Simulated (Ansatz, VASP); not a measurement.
## Al: VASP beside Ansatz

Contents of INCAR:

```
SYSTEM = Al
PREC = Accurate ; ENCUT = 520
EDIFF = 1E-7 ; ISMEAR = 0
SIGMA = 0.15 ; LREAL = .FALSE.
LASPH = .TRUE. ; NELM = 80
ALGO = Normal ; ISIF = 2
LWAVE = .FALSE. ; LCHARG = .FALSE.
GGA = PS ; IVDW = 12
NBANDS = 14
```

Contents of KPOINTS:

```
Automatic mesh
0
G
  18 18 6
  0 0 0
```

File POSCAR:

```
Al
1.0
    2.8366941488      0.0000000000      0.0000000000
   -1.4183470744      2.4566491956      0.0000000000
    0.0000000000      0.0000000000      9.4983866878
Al
4
Direct
    0.0000000000      0.0000000000      0.0000000000
    0.3333333333      0.6666666667      0.2500000000
    0.0000000000      0.0000000000      0.5000000000
    0.6666666667      0.3333333333      0.7500000000
```

Input for Ansatz:

```yaml
crystal:
  lattice:
    - [2.8366941488, 0.0, 0.0]
    - [-1.4183470744, 2.4566491956, 0.0]
    - [0.0, 0.0, 9.4983866878]
  atoms:
    - { symbol: Al, position: [0.0, 0.0, 0.0] }
    - { symbol: Al, position: [0.3333333333, 0.6666666667, 0.25] }
    - { symbol: Al, position: [0.0, 0.0, 0.5] }
    - { symbol: Al, position: [0.6666666667, 0.3333333333, 0.75] }
basis:
  ecutwfc: 420
kpoints:
  mp_grid: { grid: [18, 18, 6] }
hamiltonian:
  xc: pbesol
  pseudopotentials: { kind: paw, azcp: { folder: soft_1 } }
  dispersion: d3bj
scf:
  occupations: { method: gaussian, width: 0.15 }
output:
  forces: true
  stress: true
  eigenvalues: true
```

Alike in both runs: task single point; functional PBEsol; dispersion D3(BJ); k mesh 18 × 18 × 6; occupations gaussian, width 0.15 eV; no spin polarisation.

|  | VASP | Ansatz |
| --- | --- | --- |
| version | VASP 6.6.1 | Ansatz 0.2.0 |
| potentials or method | VASP PAW PBE potentials, release 64 (Al), cutoff 520 eV | scalar-relativistic, plane waves, PAW |
| valence electrons in the cell | 12 | 12 |

Ansatz gave:

* gap on the k mesh at the Fermi level (eV): none
* pressure (GPa): -4.6
* traceless stress, the component that is largest in VASP (GPa): -1.30

What did VASP give for the same quantities?

gap on the k mesh at the Fermi level (eV): none; pressure (GPa): -4.5; traceless stress, the component that is largest in VASP (GPa): -1.31.

VASP's potentials were made for PBE, not for PBEsol, and Ansatz warns of the same on its side. A gap of «none» marks a metal or a gap that the smearing closes.
